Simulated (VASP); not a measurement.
Write the native input for VASP 6.6.1 that does the following.

| Quantity | Value |
| --- | --- |
| Task | single point |
| Functional | PBEsol |
| Potentials or basis | VASP PAW PBE potentials, release 64 (Sb) |
| Cutoff | 520 eV |
| k mesh | 16 × 16 × 16 |
| Occupations | gaussian, width 0.15 eV |
| Spin | no spin polarisation |
| Dipole correction | no |
| Further INCAR settings | ALGO = Normal; EDIFF = 1e-06; NBANDS = 8 |

The structure of Sb lies in POSCAR:

```
Sb
1.0
    3.1090233439      0.0000000000      0.0000000000
    0.0000000000      3.1090233439      0.0000000000
    0.0000000000      0.0000000000      3.2644745111
Sb
1
Direct
    0.0000000000      0.0000000000      0.0000000000
```

This cell differs from its parent crystal: ratio of the length along z to the lengths across it x 1.05, volume and fractional coordinates fixed.

These files were run (other wordings do the same):

INCAR

```
SYSTEM = Sb
PREC = Accurate
ENCUT = 520
EDIFF = 1E-6
ISMEAR = 0
SIGMA = 0.15
LREAL = .FALSE.
LASPH = .TRUE.
NELM = 60
ALGO = Normal
ISIF = 2
LWAVE = .FALSE.
LCHARG = .FALSE.
GGA = PS
NBANDS = 8
```

KPOINTS

```
regular mesh
0
G
  16 16 16
  0 0 0
```

Potentials or basis: VASP PAW PBE potentials, release 64 (Sb).

Run with:

```bash
$ cat potpaw_PBE.64/Sb/POTCAR > POTCAR
$ mpirun -np 1 vasp_std > vasp.out
```

Results of the run:

```json
{
 "Pressure": "-4.6 GPa"
}
```

Caveat: the PAW data sets were made with another functional, which shifts forces and pressure a little.

Run time: 19 s on 1 thread of Intel Xeon 6975P-C (shared host), peak memory 0.22 GiB.
